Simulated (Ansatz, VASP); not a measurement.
**Sr3Ru in VASP and in Ansatz**

```
CELL_PARAMETERS angstrom
9.09996 0.00000 0.00000
-4.54998 7.88080 0.00000
0.00000 0.00000 4.38630
ATOMIC_POSITIONS crystal
Sr 0.79753 0.59507 0.25000
Sr 0.20247 0.79753 0.75000
Sr 0.40493 0.20247 0.25000
Sr 0.20247 0.40493 0.75000
Sr 0.79753 0.20247 0.25000
Sr 0.59507 0.79753 0.75000
Ru 0.33333 0.66667 0.25000
Ru 0.66667 0.33333 0.75000
```

Alike in both runs: functional PBE; k mesh 6 × 6 × 8; occupations gaussian, width 0.1 eV; no spin polarisation.

Ansatz relaxed the structure, and its values are those at the end. VASP's run is a single point on that final structure, the one shown.

```csv
,VASP,Ansatz
version,VASP 6.6.1,Ansatz 0.2.0
potentials or method,"VASP PAW PBE potentials, release 64 (Sr_sv, Ru_pv), cutoff 520 eV","scalar-relativistic, plane waves, PAW"
valence electrons in the cell,88,92
```

Ansatz gave:

* gap on the k mesh at the Fermi level (eV): none
* pressure (GPa): 0.0
* rms of the force components (eV/Å): 0.002

Task: Which values does VASP return?

Result: gap on the k mesh at the Fermi level (eV): none; pressure (GPa): 0.1; rms of the force components (eV/Å): 0.013.

A gap of «none» marks a metal or a gap that the smearing closes. With one functional, cell and mesh, what is left measures potentials, basis and numerics. VASP's potentials hold 88 valence electrons a cell and Ansatz's 92, so a difference there can come from the potentials and not from the codes.
